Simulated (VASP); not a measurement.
# Ge (P4_32_12) in VASP: further runs

The runs below take Ge through single point, with PBE.

Everything below comes from runs of VASP 6.6.1. Logs are shortened: lines on timing, memory, paths and dates and some standing lists are left out, and cuts for length are marked.

## 1. The cell of the first run

It takes space group P4_32_12 (No. 96, tetragonal). The conventional cell has a = 5.930 Å, b = 5.930 Å, c = 6.910 Å, α = 90.00°, β = 90.00°, γ = 90.00°. Ge (site symmetry 2) has 4 Ge at 2.49 to 2.50 Å within 3.3 Å. Ge (site symmetry 1) has 4 Ge at 2.49 to 2.51 Å within 3.3 Å.

## 2. Single point, PBE (z stretched by -1 %, then relaxed in part)

File INCAR:

```
SYSTEM = Ge
  PREC = Accurate
  ENCUT = 500
  EDIFF = 1E-6
  ISMEAR = -1
  SIGMA = 0.02
  LREAL = .FALSE.
  LASPH = .TRUE.
  NELM = 120
  ALGO = Normal
  ISIF = 2
  LWAVE = .FALSE.
  LCHARG = .TRUE.
  GGA = PE
  LVHAR = .TRUE.
  NBANDS = 96
  GGA_COMPAT = .FALSE.
  KPAR = 4
```

File KPOINTS:

```
regular mesh
0
G
  8 8 7
  0 0 0
```

File POSCAR:

```
Ge
1.0
    5.9300000000      0.0000000000      0.0000000000
    0.0000000000      5.9300000000      0.0000000000
    0.0000000000      0.0000000000      6.9102000000
Ge
12
Direct
    0.0907265894      0.0907265894      0.0000000000
    0.4092734106      0.5907265894      0.7500000000
    0.9092734106      0.9092734106      0.5000000000
    0.5907265894      0.4092734106      0.2500000000
    0.1735439685      0.3690759123      0.2619101223
    0.1309240877      0.6735439685      0.0119101223
    0.8264560315      0.6309240877      0.7619101223
    0.8690759123      0.3264560315      0.5119101223
    0.6735439685      0.1309240877     -0.0119101223
    0.6309240877      0.8264560315      0.2380898777
    0.3264560315      0.8690759123      0.4880898777
    0.3690759123      0.1735439685      0.7380898777
```

Potentials or basis: VASP PAW PBE potentials, release 64 (Ge_d).

The run is started by

```sh
$ cat potpaw_PBE.64/Ge_d/POTCAR > POTCAR
$ mpirun -np 4 vasp_std > vasp.out
```

OUTCAR:

```text
SYSTEM = Ge
   PREC = Accurate
   ENCUT = 500
   EDIFF = 1E-6
   ISMEAR = -1
   LREAL = .FALSE.
   LASPH = .TRUE.
   NELM = 120
   ISIF = 2
   GGA = PE

 ion  position               nearest neighbor table
   1  0.091  0.091  0.000-   6 2.49   9 2.49   5 2.50  12 2.50
   2  0.409  0.591  0.750-   7 2.49  12 2.49  11 2.50   6 2.50
   3  0.909  0.909  0.500-   8 2.49  11 2.49  10 2.50   7 2.50
   4  0.591  0.409  0.250-   5 2.49  10 2.49   9 2.50   8 2.50
   5  0.174  0.369  0.262-   4 2.49   1 2.50   6 2.51   8 2.51
   6  0.131  0.674  0.012-   1 2.49   2 2.50   5 2.51   7 2.51
   7  0.826  0.631  0.762-   2 2.49   3 2.50   6 2.51   8 2.51
   8  0.869  0.326  0.512-   3 2.49   4 2.50   5 2.51   7 2.51
   9  0.674  0.131  0.988-   1 2.49   4 2.50  10 2.51  12 2.51
  10  0.631  0.826  0.238-   4 2.49   3 2.50   9 2.51  11 2.51
  11  0.326  0.869  0.488-   3 2.49   2 2.50  10 2.51  12 2.51
  12  0.369  0.174  0.738-   2 2.49   1 2.50   9 2.51  11 2.51

  LATTYP: Found a simple tetragonal cell.
 ALAT       =     5.9300000000
 C/A-ratio  =     1.1652951096

  Lattice vectors:

 A1 = (   5.9300000000,   0.0000000000,   0.0000000000)
 A2 = (   0.0000000000,   5.9300000000,   0.0000000000)
 A3 = (   0.0000000000,   0.0000000000,   6.9102000000)

Analysis of symmetry for initial positions (statically):
=====================================================================
 Subroutine PRICEL returns:
 Original cell was already a primitive cell.

 Routine SETGRP: Setting up the symmetry group for a
 simple tetragonal supercell.

 Subroutine GETGRP returns: Found  8 space group operations
 (whereof  2 operations were pure point group operations)
 out of a pool of 16 trial point group operations.

The static configuration has the point symmetry C_2 .
 The point group associated with its full space group is D_4 .

Analysis of symmetry for dynamics (positions and initial velocities):
=====================================================================
 Subroutine PRICEL returns:
 Original cell was already a primitive cell.

 Routine SETGRP: Setting up the symmetry group for a
 simple tetragonal supercell.

 Subroutine GETGRP returns: Found  8 space group operations
 (whereof  2 operations were pure point group operations)
 out of a pool of 16 trial point group operations.

The dynamic configuration has the point symmetry C_2 .
 The point group associated with its full space group is D_4 .

 Subroutine INISYM returns: Found  8 space group operations
 (whereof  2 operations are pure point group operations),
 and found     1 'primitive' translations

----------------------------------------------------------------------------------------

                                     Primitive cell

  volume of cell :     242.9965

  direct lattice vectors                    reciprocal lattice vectors
     5.930000000  0.000000000  0.000000000     0.168634064  0.000000000  0.000000000
     0.000000000  5.930000000  0.000000000     0.000000000  0.168634064  0.000000000
     0.000000000  0.000000000  6.910200000     0.000000000  0.000000000  0.144713612

  length of vectors
     5.930000000  5.930000000  6.910200000     0.168634064  0.168634064  0.144713612

  position of ions in fractional coordinates (direct lattice)
     0.090726589  0.090726589  0.000000000
     0.409273411  0.590726589  0.750000000
     0.909273411  0.909273411  0.500000000
     0.590726589  0.409273411  0.250000000
     0.173543968  0.369075912  0.261910122
     0.130924088  0.673543968  0.011910122
     0.826456032  0.630924088  0.761910122
     0.869075912  0.326456032  0.511910122
     0.673543968  0.130924088  0.988089878
     0.630924088  0.826456032  0.238089878
     0.326456032  0.869075912  0.488089878
     0.369075912  0.173543968  0.738089878

  ion indices of the primitive-cell ions
   primitive index   ion index
                 1           1
                 2           2
                 3           3
                 4           4
                 5           5
                 6           6
                 7           7
                 8           8
                 9           9
                10          10
                11          11
                12          12

----------------------------------------------------------------------------------------

 KPOINTS: regular mesh

Automatic generation of k-mesh.
 Grid dimensions read from file:
 generate k-points for:    8    8    7

 Generating k-lattice:

  Cartesian coordinates                     Fractional coordinates (reciprocal lattice)
     0.021079258  0.000000000  0.000000000     0.125000000  0.000000000  0.000000000
     0.000000000  0.021079258  0.000000000     0.000000000  0.125000000  0.000000000
     0.000000000  0.000000000  0.020673373     0.000000000  0.000000000  0.142857143

  Length of vectors
     0.021079258  0.021079258  0.020673373

  Shift w.r.t. Gamma in fractional coordinates (k-lattice)
     0.000000000  0.000000000  0.000000000

 Subroutine IBZKPT returns following result:
 ===========================================

 Found     60 irreducible k-points:

 Following reciprocal coordinates:
            Coordinates               Weight
  0.000000  0.000000  0.000000      1.000000
  0.125000  0.000000  0.000000      4.000000
  0.250000  0.000000  0.000000      4.000000
  0.375000  0.000000  0.000000      4.000000
  0.500000  0.000000  0.000000      2.000000
  0.125000  0.125000  0.000000      4.000000
[... 16 lines left out ...]
  0.375000  0.125000  0.142857     16.000000
  0.500000  0.125000  0.142857      8.000000
 [... further k-points ...]
   k-points           NKPTS =     60   k-points in BZ     NKDIM =     60   number of bands    NBANDS=     96
   number of dos      NEDOS =    301   number of ions     NIONS =     12
   total plane-waves  NPLWV = 115200
   dimension x,y,z NGX =    48 NGY =   48 NGZ =   50
   dimension x,y,z NGXF=    96 NGYF=   96 NGZF=  100
   ions per type =              12
   NGX,Y,Z   is equivalent  to a cutoff of  13.46, 13.46, 12.03 a.u.
   NGXF,Y,Z  is equivalent  to a cutoff of  26.91, 26.91, 24.06 a.u.
 SYSTEM =  Ge
   PREC   = accura    normal or accurate (medium, high low for compatibility)
   ISTART =      0    job   : 0-new  1-cont  2-samecut
   ICHARG =      2    charge: 1-file 2-atom 10-const
   ISPIN  =      1    spin polarized calculation?
   LNONCOLLINEAR =      F non collinear calculations
   LSORBIT =      F    spin-orbit coupling
   LASPH  =      T    aspherical Exc in radial PAW
   ENCUT  =  500.0 eV  36.75 Ry    6.06 a.u.  10.81 10.81 12.60*2*pi/ulx,y,z
   NELM   =    120;   NELMIN=  2; NELMDL= -5     # of ELM steps
   EDIFF  = 0.1E-05   stopping-criterion for ELM
   LREAL  =      F    real-space projection
   EDIFFG = 0.1E-04   stopping-criterion for IOM
   NSW    =      0    number of steps for IOM
   IBRION =     -1    ionic relax: 0-MD 1-quasi-New 2-CG
   NFREE  =      0    steps in history (QN), initial steepest desc. (CG)
   ISIF   =      2    stress and relaxation
   ISYM   =      2    0-nonsym 1-usesym 2-fastsym
   POTIM  = 0.5000    time-step for ionic-motion
   TEBEG  =    0.0;   TEEND  =   0.0 temperature during run
   PSTRESS=    0.0 pullay stress
   NELECT =     168.0000    total number of electrons
   NUPDOWN=      -1.0000    fix difference up-down
   EMIN   =  10.00;   EMAX   =-10.00  energy-range for DOS
   EFERMI =   0.00;   METHOD = LEGACY
   ISMEAR =    -1;   SIGMA  =   0.02  broadening in eV -4-tet -1-fermi 0-gaus
   EFERMI_NEDOS =   21; number of points for ismear=-14 and -15
   IALGO  =     38    algorithm
   IMIX   =      4    mixing-type and parameters
     AMIX     =   0.40;   BMIX     =  1.00
     AMIX_MAG =   1.60;   BMIX_MAG =  1.00
  volume/ion in A,a.u.               =      20.25       136.65
  Fermi-wavevector in a.u.,A,eV,Ry     =   1.447587  2.735542 28.511108  2.095507
  Thomas-Fermi vector in A             =   2.565525
   LORBIT       =      0    0 simple, 1 ext, 2 COOP (PROOUT), +10 PAW based schemes
   GGA     = PE    functional components
   LHFCALC =     F    Hartree Fock is set to
   AEXX    =    0.0000 exact exchange contribution
   IVDW    =     0    specifies the selected vdW correction
   LEPSILON=     F    determine dielectric tensor
   LRPA    =     F    only Hartree local field effects (RPA)
 non-spin polarized calculation
  energy-cutoff  :      500.00
  volume of cell :      243.00
 maximum number of plane-waves:      6212
 NGX is ok and might be reduce to    48
   NGX = 21   NGY = 21   NGZ = 25

 number of electron     168.0000034 magnetization

 Free energy of the ion-electron system (eV)
  ---------------------------------------------------
  ext. energy  EPLUGINS =         0.00000000
  ---------------------------------------------------
  free energy    TOTEN  =       -52.33956733 eV

  energy without entropy =      -52.33956731  energy(sigma->0) =      -52.33956732

 E-fermi :   5.7416     XC(G=0): -10.7113

 val. band max:        5.4779504794   @ k =   0.3750   0.3750   0.0000
 cond. band min:       6.0071803046   @ k =   0.3750   0.3750   0.0000
 fundamental gap:      0.5292298252
 Fermi energy:         5.7415657152

 k-point     1 :       0.0000    0.0000    0.0000
  band No.  band energies     occupation
      1     -18.9161      2.00000
      2     -18.8893      2.00000
      3     -18.8893      2.00000
      4     -18.8740      2.00000
      5     -18.8740      2.00000
      6     -18.8740      2.00000
[... 88 lines left out ...]
     95      10.3266      0.00000
     96      10.3266      0.00000

 k-point     2 :       0.1250    0.0000    0.0000
  band No.  band energies     occupation
      1     -18.9143      2.00000
      2     -18.8903      2.00000
      3     -18.8879      2.00000
      4     -18.8757      2.00000
      5     -18.8740      2.00000
      6     -18.8732      2.00000
[... 2266 lines left out ...]
     95       9.9990      0.00000
     96       9.9990      0.00000

 [... further k-points ...]

------------------------ aborting loop because EDIFF is reached ----------------------------------------

  FORCE on cell =-STRESS in cart. coord.  units (eV):
  Direction    XX          YY          ZZ          XY          YZ          ZX
  --------------------------------------------------------------------------------------
  -------------------------------------------------------------------------------------
  Total        5.2353270      5.2353270      5.2634115     -0.0000000      0.0000000      0.0000000
  in kB       34.5186970     34.5186970     34.7038696     -0.0000000      0.0000000      0.0000000
  external PRESSURE =      34.5804212 kB  Pullay stress =       0.0000000 kB

 VOLUME and BASIS-vectors are now :
 -----------------------------------------------------------------------------
  energy-cutoff  :      500.00
  volume of cell :      243.00
      direct lattice vectors                 reciprocal lattice vectors
     5.930000000  0.000000000  0.000000000     0.168634064  0.000000000  0.000000000
     0.000000000  5.930000000  0.000000000     0.000000000  0.168634064  0.000000000
     0.000000000  0.000000000  6.910200000     0.000000000  0.000000000  0.144713612

 POSITION                                       TOTAL-FORCE (eV/Angst)
 -----------------------------------------------------------------------------------
      0.53801      0.53801      0.00000        -0.002203     -0.002203      0.000000
      2.42699      3.50301      5.18265         0.002203     -0.002203      0.000000
      5.39199      5.39199      3.45510         0.002203      0.002203      0.000000
      3.50301      2.42699      1.72755        -0.002203      0.002203      0.000000
      1.02912      2.18862      1.80985         0.010404     -0.005117      0.000740
      0.77638      3.99412      0.08230         0.005117      0.010404      0.000740
      4.90088      3.74138      5.26495        -0.010404      0.005117      0.000740
      5.15362      1.93588      3.53740        -0.005117     -0.010404      0.000740
      3.99412      0.77638      6.82790         0.010404      0.005117     -0.000740
      3.74138      4.90088      1.64525         0.005117     -0.010404     -0.000740
      1.93588      5.15362      3.37280        -0.010404     -0.005117     -0.000740
      2.18862      1.02912      5.10035        -0.005117      0.010404     -0.000740
 -----------------------------------------------------------------------------------
    total drift:                               -0.000001      0.000001     -0.000000

  FREE ENERGIE OF THE ION-ELECTRON SYSTEM (eV)
  ---------------------------------------------------
  free  energy   TOTEN  =       -52.3395673300 eV

  energy  without entropy=      -52.3395673072  energy(sigma->0) =      -52.33956732
```

Wall time 8.4 min (4 MPI ranks of Intel Xeon Platinum 8259CL at 2.50GHz (Skylake/Cascade Lake), shared host); peak memory 0.91 GiB.

What came out:

| Quantity | Value |
| --- | --- |
| Free energy | -52.3396 eV |
| Pressure | 3.5 GPa |
| Largest force | 0.012 eV/Å |
| Band gap on the k mesh | 0.53 eV |

Forces on the atoms (eV/Å):
```
Ge  -0.002 -0.002  0.000
Ge   0.002 -0.002  0.000
Ge   0.002  0.002  0.000
Ge  -0.002  0.002  0.000
Ge   0.010 -0.005  0.001
Ge   0.005  0.010  0.001
Ge  -0.010  0.005  0.001
Ge  -0.005 -0.010  0.001
Ge   0.010  0.005 -0.001
Ge   0.005 -0.010 -0.001
Ge  -0.010 -0.005 -0.001
Ge  -0.005  0.010 -0.001
```

Levels at points of the mesh, in eV from the valence-band top:
```tsv
k point	band 81	band 82	band 83	band 84	band 85	band 86	band 87	band 88
(0.00, 0.00, 0.00)	-1.10	-1.05	-1.05	-0.20	1.41	1.67	1.67	2.48
(0.50, 0.00, 0.00)	-0.55	-0.55	-0.10	-0.10	1.14	1.14	2.22	2.22
(0.50, 0.50, 0.00)	-0.29	-0.29	-0.09	-0.09	1.15	1.15	1.56	1.56
```

Caveat: the cell differs from its parent crystal (z stretched by -1 %, then relaxed in part); the cell stands under pressure; an odd mesh through Γ misses points on the zone boundary, where band edges can lie.

## 3. Single point, PBE (19.23 Å³/atom)

This run uses another cell than the first one, of 19.23 Å³/atom.

File INCAR:

```
  PREC = Accurate
  ENCUT = 500
  EDIFF = 1E-6
  ISMEAR = -1
  SIGMA = 0.02
  LREAL = F
  LASPH = T
  NELM = 120
  ALGO = Normal
  ISIF = 2
  LWAVE = F
  LCHARG = F
  GGA = PE
  NBANDS = 96
  GGA_COMPAT = F
  KPAR = 4
```

File KPOINTS:

```
regular mesh
0
Gamma
  8 8 7
```

File POSCAR:

```
Ge
1.0
    5.8089456247      0.0000000000      0.0000000000
    0.0000000000      5.8089456247      0.0000000000
    0.0000000000      0.0000000000      6.8375110388
Ge
12
Direct
    0.0932953218      0.0932953218      0.0000000000
    0.4067046782      0.5932953218      0.7500000000
    0.9067046782      0.9067046782      0.5000000000
    0.5932953218      0.4067046782      0.2500000000
    0.1739253531      0.3666522356      0.2683107731
    0.1333477644      0.6739253531      0.0183107731
    0.8260746469      0.6333477644      0.7683107731
    0.8666522356      0.3260746469      0.5183107731
    0.6739253531      0.1333477644     -0.0183107731
    0.6333477644      0.8260746469      0.2316892269
    0.3260746469      0.8666522356      0.4816892269
    0.3666522356      0.1739253531      0.7316892269
```

Potentials or basis: VASP PAW PBE potentials, release 64 (Ge_d).

The run is started by

```sh
$ cat potpaw_PBE.64/Ge_d/POTCAR > POTCAR
$ mpirun -np 4 vasp_std > vasp.out
```

Wall time 6.5 min (4 MPI ranks of Intel Xeon Platinum 8259CL at 2.50GHz (Skylake/Cascade Lake), shared host); peak memory 0.85 GiB.

The run converged. Its results:

| Property | Result |
| --- | --- |
| Free energy | -51.9077 eV |
| Pressure | 7.5 GPa |
| Largest force | 0.008 eV/Å |
| Band gap on the k mesh | 0.63 eV (least direct gap 0.76 eV) |

Forces in eV/Å, atoms in the order of the input:
```
Ge   0.004  0.004  0.000
Ge  -0.004  0.004  0.000
Ge  -0.004 -0.004  0.000
Ge   0.004 -0.004  0.000
Ge   0.005 -0.005 -0.003
Ge   0.005  0.005 -0.003
Ge  -0.005  0.005 -0.003
Ge  -0.005 -0.005 -0.003
Ge   0.005  0.005  0.003
Ge   0.005 -0.005  0.003
Ge  -0.005 -0.005  0.003
Ge  -0.005  0.005  0.003
```

Stress tensor (GPa, compression positive):
```
8.16 0.00 0.00
0.00 8.16 0.00
0.00 0.00 6.32
```

Levels at points of the mesh, in eV from the valence-band top:
```tsv
k point	band 82	band 83	band 84	band 85	band 86	band 87
(0.00, 0.00, 0.00)	-1.10	-1.10	-0.29	1.42	1.79	1.79
(0.50, 0.00, 0.00)	-0.55	0.00	0.00	1.23	1.23	2.34
(0.50, 0.50, 0.00)	-0.24	-0.06	-0.06	1.39	1.39	1.76
```

Caveat: the cell stands under pressure; an odd mesh through Γ misses points on the zone boundary, where band edges can lie.
